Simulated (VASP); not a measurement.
Here is a VASP 6.6.1 calculation.

INCAR

```
SYSTEM = SnSe
PREC     = Accurate       ! precision mode
ENCUT    = 520            ! plane-wave cutoff, eV
EDIFF    = 1E-7           ! SCF threshold, eV
ISMEAR   = -1             ! smearing method
SIGMA    = 0.05           ! smearing width, eV
LREAL    = .FALSE.        ! projectors in reciprocal space
LASPH    = .TRUE.         ! aspherical terms in the spheres
NELM     = 80             ! most SCF steps
ALGO     = Normal         ! electronic algorithm
ISIF     = 2              ! what is computed and relaxed
LWAVE    = .FALSE.        ! write WAVECAR
LCHARG   = .TRUE.         ! write CHGCAR
GGA      = PE             ! functional
LELF     = .TRUE.         ! ELF
LVHAR    = .TRUE.       
NBANDS   = 17             ! bands
```

Contents of KPOINTS:

```
Automatic mesh
0
G
  15 15 15
  0 0 0
```

File POSCAR:

```
SnSe
1.0
    0.0000000000      2.5855720742      2.5855720742
    2.5855720742      0.0000000000      2.5855720742
    2.5855720742      2.5855720742      0.0000000000
Sn Se
1 1
Direct
    0.0000000000      0.0000000000      0.0000000000
    0.5000000000      0.5000000000      0.5000000000
```

Potentials or basis: VASP PAW PBE potentials, release 64 (Sn_d, Se).

Run with:

```bash
$ cat potpaw_PBE.64/Sn_d/POTCAR potpaw_PBE.64/Se/POTCAR > POTCAR
$ mpirun -np 1 vasp_std > vasp.out
```

Question: What does it give for the pressure?

Answer: 64.3 GPa.

Caveat: the cell stands under pressure.
